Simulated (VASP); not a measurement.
The system is C.

```
C
1.0
     0.00000    1.92910    1.70397
     1.66424    0.00000    1.70397
     1.66424    1.92910    0.00000
C
2
Direct
  0.50000 0.50000 0.50000
  0.75000 0.75000 0.75000
```

This cell differs from its parent crystal: strain +e along x and -e along y -0.0750, strain +e along z and -e/2 along x and y -0.0350.

Base run:

| Item | Value |
| --- | --- |
| Program | VASP 6.6.1 |
| Functional | LDA |
| Potentials or basis | VASP PAW LDA potentials, release 64 (C) |
| Cutoff | 520 eV |
| k mesh | 12 × 12 × 12 |
| Occupations | gaussian, width 0.05 eV |
| Spin | no spin polarisation |

Its results: band gap on the k mesh 2.05 eV, indirect (least direct gap 4.19 eV); pressure 5.2 GPa.

Question: The run is repeated on the same cell with these changes: potentials or basis from VASP PAW LDA potentials, release 64 (C) to VASP PAW LDA potentials, release 64 (C_h); cutoff from 520 eV to 910 eV. What comes out?

Answer: Band gap on the k mesh 2.05 eV, indirect (least direct gap 4.19 eV); pressure 4.3 GPa.

Caveats: the cutoff is under 1.25 times the usual one of these potentials, so pressure, stress and relaxed cells hold a basis-set (Pulay) error (some runs).

A k mesh can miss the band edges.
